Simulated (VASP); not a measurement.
# AlN (rocksalt type) (Fm-3m) in VASP: notebook

Runs on AlN (rocksalt type). Level: PBEsol. Tasks: single point, relaxation of cell and atoms.

All numbers are computed with VASP 6.6.1; they aren't measurements. Logs are shortened: lines on timing, memory, paths and dates and some standing lists are left out, and cuts for length are marked.

### Step 1. The cell of the first run

The structure is cubic, space group Fm-3m (No. 225). Conventional cell: a = 3.963 Å, b = 3.963 Å, c = 3.963 Å, α = 90.00°, β = 90.00°, γ = 90.00°. Within 2.6 Å of Al (site symmetry m-3m) lie 6 N at 1.98 Å. N (site symmetry m-3m) has 6 Al at 1.98 Å within 2.6 Å.

### Step 2. Single point, PBEsol (volume scaled by 0.94)

Input file INCAR:

```
SYSTEM = AlN
ALGO = Normal
EDIFF = 1E-6
ENCUT = 520
GGA = PS
ISIF = 2
ISMEAR = -1
LASPH = .TRUE.
LCHARG = .TRUE.
LELF = .TRUE.
LREAL = .FALSE.
LVHAR = .TRUE.
LWAVE = .FALSE.
NBANDS = 11
NELM = 100
PREC = Accurate
SIGMA = 0.1
```

Input file KPOINTS:

```
k-points
0
G
  17 17 17
  0 0 0
```

Input file POSCAR:

```
AlN
1.0
    0.0000000000      1.9813219361      1.9813219361
    1.9813219361      0.0000000000      1.9813219361
    1.9813219361      1.9813219361      0.0000000000
Al N
1 1
Direct
    0.0000000000      0.0000000000      0.0000000000
    0.5000000000      0.5000000000      0.5000000000
```

Potentials or basis: VASP PAW PBE potentials, release 64 (Al, N).

Launch:

```bash
$ cat potpaw_PBE.64/Al/POTCAR potpaw_PBE.64/N/POTCAR > POTCAR
$ mpirun -np 1 vasp_std > vasp.out
```

OUTCAR:

```text
SYSTEM = AlN
   EDIFF = 1E-6
   ENCUT = 520
   GGA = PS
   ISIF = 2
   ISMEAR = -1
   LASPH = .TRUE.
   LREAL = .FALSE.
   NELM = 100
   PREC = Accurate

 ion  position               nearest neighbor table
   1  0.000  0.000  0.000-   2 1.98   2 1.98   2 1.98   2 1.98   2 1.98   2 1.98
   2  0.500  0.500  0.500-   1 1.98   1 1.98   1 1.98   1 1.98   1 1.98   1 1.98

  LATTYP: Found a face centered cubic cell.
 ALAT       =     3.9626438722

  Lattice vectors:

 A1 = (   0.0000000000,   1.9813219361,   1.9813219361)
 A2 = (   1.9813219361,   0.0000000000,   1.9813219361)
 A3 = (   1.9813219361,   1.9813219361,   0.0000000000)

Analysis of symmetry for initial positions (statically):
=====================================================================
 Subroutine PRICEL returns:
 Original cell was already a primitive cell.

 Routine SETGRP: Setting up the symmetry group for a
 face centered cubic supercell.

 Subroutine GETGRP returns: Found 48 space group operations
 (whereof 48 operations were pure point group operations)
 out of a pool of 48 trial point group operations.

The static configuration has the point symmetry O_h .

Analysis of symmetry for dynamics (positions and initial velocities):
=====================================================================
 Subroutine PRICEL returns:
 Original cell was already a primitive cell.

 Routine SETGRP: Setting up the symmetry group for a
 face centered cubic supercell.

 Subroutine GETGRP returns: Found 48 space group operations
 (whereof 48 operations were pure point group operations)
 out of a pool of 48 trial point group operations.

The dynamic configuration has the point symmetry O_h .

 Subroutine INISYM returns: Found 48 space group operations
 (whereof 48 operations are pure point group operations),
 and found     1 'primitive' translations

----------------------------------------------------------------------------------------

                                     Primitive cell

  volume of cell :      15.5559

  direct lattice vectors                    reciprocal lattice vectors
     0.000000000  1.981321936  1.981321936    -0.252356768  0.252356768  0.252356768
     1.981321936  0.000000000  1.981321936     0.252356768 -0.252356768  0.252356768
     1.981321936  1.981321936  0.000000000     0.252356768  0.252356768 -0.252356768

  length of vectors
     2.802012353  2.802012353  2.802012353     0.437094744  0.437094744  0.437094744

  position of ions in fractional coordinates (direct lattice)
     0.000000000  0.000000000  0.000000000
     0.500000000  0.500000000  0.500000000

  ion indices of the primitive-cell ions
   primitive index   ion index
                 1           1
                 2           2

----------------------------------------------------------------------------------------

 KPOINTS: k-points

Automatic generation of k-mesh.
 Grid dimensions read from file:
 generate k-points for:   17   17   17

 Generating k-lattice:

  Cartesian coordinates                     Fractional coordinates (reciprocal lattice)
    -0.014844516  0.014844516  0.014844516     0.058823529  0.000000000  0.000000000
     0.014844516 -0.014844516  0.014844516     0.000000000  0.058823529  0.000000000
     0.014844516  0.014844516 -0.014844516     0.000000000  0.000000000  0.058823529

  Length of vectors
     0.025711456  0.025711456  0.025711456

  Shift w.r.t. Gamma in fractional coordinates (k-lattice)
     0.000000000  0.000000000  0.000000000

 Subroutine IBZKPT returns following result:
 ===========================================

 Found    165 irreducible k-points:

 Following reciprocal coordinates:
            Coordinates               Weight
  0.000000  0.000000  0.000000      1.000000
  0.058824  0.000000  0.000000      8.000000
  0.117647  0.000000  0.000000      8.000000
  0.176471  0.000000  0.000000      8.000000
  0.235294  0.000000  0.000000      8.000000
  0.294118  0.000000  0.000000      8.000000
[... 16 lines left out ...]
 -0.176471  0.058824  0.000000     24.000000
 -0.117647  0.058824  0.000000     24.000000
 [... further k-points ...]
   k-points           NKPTS =    165   k-points in BZ     NKDIM =    165   number of bands    NBANDS=     11
   number of dos      NEDOS =    301   number of ions     NIONS =      2
   total plane-waves  NPLWV =  13824
   dimension x,y,z NGX =    24 NGY =   24 NGZ =   24
   dimension x,y,z NGXF=    48 NGYF=   48 NGZF=   48
   ions per type =               1   1
   NGX,Y,Z   is equivalent  to a cutoff of  14.24, 14.24, 14.24 a.u.
   NGXF,Y,Z  is equivalent  to a cutoff of  28.48, 28.48, 28.48 a.u.
 SYSTEM =  AlN
   PREC   = accura    normal or accurate (medium, high low for compatibility)
   ISTART =      0    job   : 0-new  1-cont  2-samecut
   ICHARG =      2    charge: 1-file 2-atom 10-const
   ISPIN  =      1    spin polarized calculation?
   LNONCOLLINEAR =      F non collinear calculations
   LSORBIT =      F    spin-orbit coupling
   LASPH  =      T    aspherical Exc in radial PAW
   ENCUT  =  520.0 eV  38.22 Ry    6.18 a.u.   5.21  5.21  5.21*2*pi/ulx,y,z
   NELM   =    100;   NELMIN=  2; NELMDL= -5     # of ELM steps
   EDIFF  = 0.1E-05   stopping-criterion for ELM
   LREAL  =      F    real-space projection
   EDIFFG = 0.1E-04   stopping-criterion for IOM
   NSW    =      0    number of steps for IOM
   IBRION =     -1    ionic relax: 0-MD 1-quasi-New 2-CG
   NFREE  =      0    steps in history (QN), initial steepest desc. (CG)
   ISIF   =      2    stress and relaxation
   ISYM   =      2    0-nonsym 1-usesym 2-fastsym
   POTIM  = 0.5000    time-step for ionic-motion
   TEBEG  =    0.0;   TEEND  =   0.0 temperature during run
   PSTRESS=    0.0 pullay stress
   NELECT =       8.0000    total number of electrons
   NUPDOWN=      -1.0000    fix difference up-down
   EMIN   =  10.00;   EMAX   =-10.00  energy-range for DOS
   EFERMI =   0.00;   METHOD = LEGACY
   ISMEAR =    -1;   SIGMA  =   0.10  broadening in eV -4-tet -1-fermi 0-gaus
   EFERMI_NEDOS =   21; number of points for ismear=-14 and -15
   IALGO  =     38    algorithm
   IMIX   =      4    mixing-type and parameters
     AMIX     =   0.40;   BMIX     =  1.00
     AMIX_MAG =   1.60;   BMIX_MAG =  1.00
  volume/ion in A,a.u.               =       7.78        52.49
  Fermi-wavevector in a.u.,A,eV,Ry     =   1.311615  2.478593 23.406572  1.720334
  Thomas-Fermi vector in A             =   2.442064
   LORBIT       =      0    0 simple, 1 ext, 2 COOP (PROOUT), +10 PAW based schemes
   GGA     = PS    functional components
   LHFCALC =     F    Hartree Fock is set to
   AEXX    =    0.0000 exact exchange contribution
   IVDW    =     0    specifies the selected vdW correction
   LEPSILON=     F    determine dielectric tensor
   LRPA    =     F    only Hartree local field effects (RPA)
 non-spin polarized calculation
  energy-cutoff  :      520.00
  volume of cell :       15.56
 maximum number of plane-waves:       440
 NGX is ok and might be reduce to    24
   NGX = 11   NGY = 11   NGZ = 11

 number of electron       8.0000000 magnetization

 Free energy of the ion-electron system (eV)
  ---------------------------------------------------
  ext. energy  EPLUGINS =         0.00000000
  ---------------------------------------------------
  free energy    TOTEN  =       -15.39451091 eV

  energy without entropy =      -15.39451091  energy(sigma->0) =      -15.39451091

 E-fermi :  12.7033     XC(G=0): -12.7401

 val. band max:       10.6914559322   @ k =   0.0000   0.0000   0.0000
 cond. band min:      15.7484965152   @ k =   0.4706   0.4706   0.0000
 fundamental gap:      5.0570405830
 Fermi energy:        12.7033046244

 k-point     1 :       0.0000    0.0000    0.0000
  band No.  band energies     occupation
      1      -7.4235      2.00000
      2      10.6915      2.00000
      3      10.6915      2.00000
      4      10.6915      2.00000
      5      17.2578      0.00000
      6      22.9053      0.00000
      7      22.9053      0.00000
      8      22.9053      0.00000
      9      28.1523      0.00000
     10      28.8246      0.00000
     11      28.8246      0.00000

 k-point     2 :       0.0588    0.0000    0.0000
  band No.  band energies     occupation
      1      -7.3475      2.00000
      2      10.3073      2.00000
      3      10.6418      2.00000
      4      10.6418      2.00000
      5      17.4940      0.00000
      6      22.4963      0.00000
      7      23.0312      0.00000
      8      23.0312      0.00000
      9      28.0984      0.00000
     10      28.0984      0.00000
     11      28.8618      0.00000

 k-point     3 :       0.1176    0.0000    0.0000
  band No.  band energies     occupation
      1      -7.1218      2.00000
      2       9.3194      2.00000
      3      10.5039      2.00000
      4      10.5039      2.00000
      5      17.9815      0.00000
      6      21.8346      0.00000
      7      23.3419      0.00000
      8      23.3419      0.00000
      9      27.1593      0.00000
     10      27.1593      0.00000
     11      29.6221      0.00000

 k-point     4 :       0.1765    0.0000    0.0000
  band No.  band energies     occupation
      1      -6.7526      2.00000
      2       8.0035      2.00000
      3      10.3065      2.00000
      4      10.3065      2.00000
      5      18.2601      0.00000
      6      21.6343      0.00000
      7      23.5841      0.00000
      8      23.5841      0.00000
      9      26.7002      0.00000
     10      26.7002      0.00000
     11      29.2999      0.00000

 k-point     5 :       0.2353    0.0000    0.0000
  band No.  band energies     occupation
      1      -6.2534      2.00000
      2       6.5560      2.00000
      3      10.0844      2.00000
      4      10.0844      2.00000
      5      18.1097      0.00000
      6      22.1053      0.00000
      7      23.4313      0.00000
      8      23.4313      0.00000
      9      27.0634      0.00000
     10      27.0634      0.00000
     11      28.7731      0.00000
[... 211 lines left out ...]
 k-point    21 :      -0.2941    0.0588    0.0000
  band No.  band energies     occupation
      1      -5.3719      2.00000
      2       4.6808      2.00000
      3       9.3555      2.00000
      4       9.9053      2.00000
      5      17.9416      0.00000
      6      22.5678      0.00000
      7      22.8504      0.00000
      8      23.0916      0.00000
      9      27.6506      0.00000
     10      28.6682      0.00000
     11      29.4914      0.00000

 k-point    22 :      -0.2353    0.0588    0.0000
  band No.  band energies     occupation
      1      -6.0001      2.00000
      2       6.0803      2.00000
      3       9.5595      2.00000
      4      10.1340      2.00000
      5      18.2726      0.00000
      6      22.0312      0.00000
      7      23.2509      0.00000
      8      23.3130      0.00000
      9      26.4199      0.00000
     10      28.3490      0.00000
     11      29.2112      0.00000

 k-point    23 :      -0.1765    0.0588    0.0000
  band No.  band energies     occupation
      1      -6.5357      2.00000
      2       7.5027      2.00000
      3       9.8119      2.00000
      4      10.3552      2.00000
      5      18.4969      0.00000
      6      21.3977      0.00000
      7      23.6353      0.00000
      8      23.6574      0.00000
      9      25.7226      0.00000
     10      27.6346      0.00000
     11      29.7144      0.00000

 k-point    24 :      -0.1176    0.0588    0.0000
  band No.  band energies     occupation
      1      -6.9482      2.00000
      2       8.8166      2.00000
      3      10.0919      2.00000
      4      10.5344      2.00000
      5      18.3149      0.00000
      6      21.3852      0.00000
      7      23.4965      0.00000
      8      23.6686      0.00000
      9      25.9957      0.00000
     10      27.5592      0.00000
     11      30.0964      0.00000

 [... further k-points ...]

------------------------ aborting loop because EDIFF is reached ----------------------------------------

  FORCE on cell =-STRESS in cart. coord.  units (eV):
  Direction    XX          YY          ZZ          XY          YZ          ZX
  --------------------------------------------------------------------------------------
  -------------------------------------------------------------------------------------
  Total        1.7784660      1.7784660      1.7784660     -0.0000000     -0.0000000      0.0000000
  in kB      183.1728103    183.1728103    183.1728103     -0.0000000     -0.0000000      0.0000000
  external PRESSURE =     183.1728103 kB  Pullay stress =       0.0000000 kB

 VOLUME and BASIS-vectors are now :
 -----------------------------------------------------------------------------
  energy-cutoff  :      520.00
  volume of cell :       15.56
      direct lattice vectors                 reciprocal lattice vectors
     0.000000000  1.981321936  1.981321936    -0.252356768  0.252356768  0.252356768
     1.981321936  0.000000000  1.981321936     0.252356768 -0.252356768  0.252356768
     1.981321936  1.981321936  0.000000000     0.252356768  0.252356768 -0.252356768

 POSITION                                       TOTAL-FORCE (eV/Angst)
 -----------------------------------------------------------------------------------
      0.00000      0.00000      0.00000        -0.000000      0.000000      0.000000
      1.98132      1.98132      1.98132         0.000000      0.000000     -0.000000
 -----------------------------------------------------------------------------------
    total drift:                               -0.000000     -0.000000      0.000000

  FREE ENERGIE OF THE ION-ELECTRON SYSTEM (eV)
  ---------------------------------------------------
  free  energy   TOTEN  =       -15.3945109148 eV

  energy  without entropy=      -15.3945109147  energy(sigma->0) =      -15.39451091
```

Run time: 38 s. Hardware: 1 thread of Intel Xeon 8259CL, shared host; peak memory 0.15 GiB.

Results:

```
Free energy            : -15.3945 eV
Pressure               : 18.3 GPa
Band gap on the k mesh : 5.06 eV, indirect (least direct gap 6.57 eV)
```

Levels at points of the mesh, in eV from the valence-band top:
```
           k point  band 1  band 2  band 3  band 4  band 5  band 6  band 7  band 8  band 9
(0.00, 0.00, 0.00)  -18.11    0.00    0.00    0.00    6.57   12.21   12.21   12.21   17.46
```

Caveat: the cell differs from its parent crystal (volume scaled by 0.94); the PAW data sets were made with another functional, which shifts forces and pressure a little. A k mesh can miss the band edges.

### Step 3. Single point, PBEsol

This run uses another cell than the first one, of 8.27 Å³/atom, 1.064 times its volume.

Input file INCAR:

```
SYSTEM = AlN
ALGO = Normal
EDIFF = 1E-6
ENCUT = 520
GGA = PS
ISIF = 2
ISMEAR = -1
LASPH = .True.
LCHARG = .False.
LREAL = .False.
LWAVE = .False.
NBANDS = 11
NELM = 60
PREC = Accurate
SIGMA = 0.1
```

Input file KPOINTS:

```
k-points
0
Gamma
  17 17 17
  0 0 0
```

Input file POSCAR:

```
AlN
1.0
    0.0000000000      2.0226113034      2.0226113034
    2.0226113034      0.0000000000      2.0226113034
    2.0226113034      2.0226113034      0.0000000000
Al N
1 1
Direct
    0.0000000000      0.0000000000      0.0000000000
    0.5000000000      0.5000000000      0.5000000000
```

Potentials or basis: VASP PAW PBE potentials, release 64 (Al, N).

Launch:

```bash
$ cat potpaw_PBE.64/Al/POTCAR potpaw_PBE.64/N/POTCAR > POTCAR
$ mpirun -np 1 vasp_std > vasp.out
```

Run time: 38 s. Hardware: 1 thread of Intel Xeon 8259CL, shared host; peak memory 0.15 GiB.

It converged, with:

- Free energy: -15.4489 eV
- Pressure: -0.1 GPa
- Band gap on the k mesh: 4.60 eV, indirect (least direct gap 5.65 eV)

Levels at points of the mesh, in eV from the valence-band top:
| k point | band 1 | band 2 | band 3 | band 4 | band 5 | band 6 | band 7 | band 8 | band 9 |
| --- | --- | --- | --- | --- | --- | --- | --- | --- | --- |
| (0.00, 0.00, 0.00) | -17.54 | 0.00 | 0.00 | 0.00 | 5.65 | 12.02 | 12.02 | 12.02 | 17.10 |

Caveat: the PAW data sets were made with another functional, which shifts forces and pressure a little.

### Step 4. Single point, PBEsol (volume scaled by 1, level accurate)

Input file INCAR:

```
  PREC = Accurate
  ENCUT = 520
  EDIFF = 1E-6
  ISMEAR = -1
  SIGMA = 0.1
  LREAL = F
  LASPH = T
  NELM = 60
  ALGO = Normal
  ISIF = 2
  LWAVE = F
  LCHARG = F
  GGA = PS
  NBANDS = 11
```

Input file KPOINTS:

```
regular mesh
0
Gamma
  17 17 17
```

POSCAR is that of step 3.

Launch:

```bash
$ cat potpaw_PBE.64/Al/POTCAR potpaw_PBE.64/N/POTCAR > POTCAR
$ mpirun -np 1 vasp_std > vasp.out
```

Run time: 39 s. Hardware: 1 thread of Intel Xeon 8259CL, shared host; peak memory 0.15 GiB.

The run converged. Its results:

```
Free energy            : -15.4489 eV
Pressure               : -0.1 GPa
Band gap on the k mesh : 4.60 eV, indirect (least direct gap 5.65 eV)
```

Levels at points of the mesh, in eV from the valence-band top:
| k point | band 2 | band 3 | band 4 | band 5 | band 6 | band 7 |
| --- | --- | --- | --- | --- | --- | --- |
| (0.00, 0.00, 0.00) | 0.00 | 0.00 | 0.00 | 5.65 | 12.02 | 12.02 |

Caveat: the cell differs from its parent crystal (volume scaled by 1, level accurate); the PAW data sets were made with another functional, which shifts forces and pressure a little. A k mesh can miss the band edges.

(Part 1 of 2 ends here.)
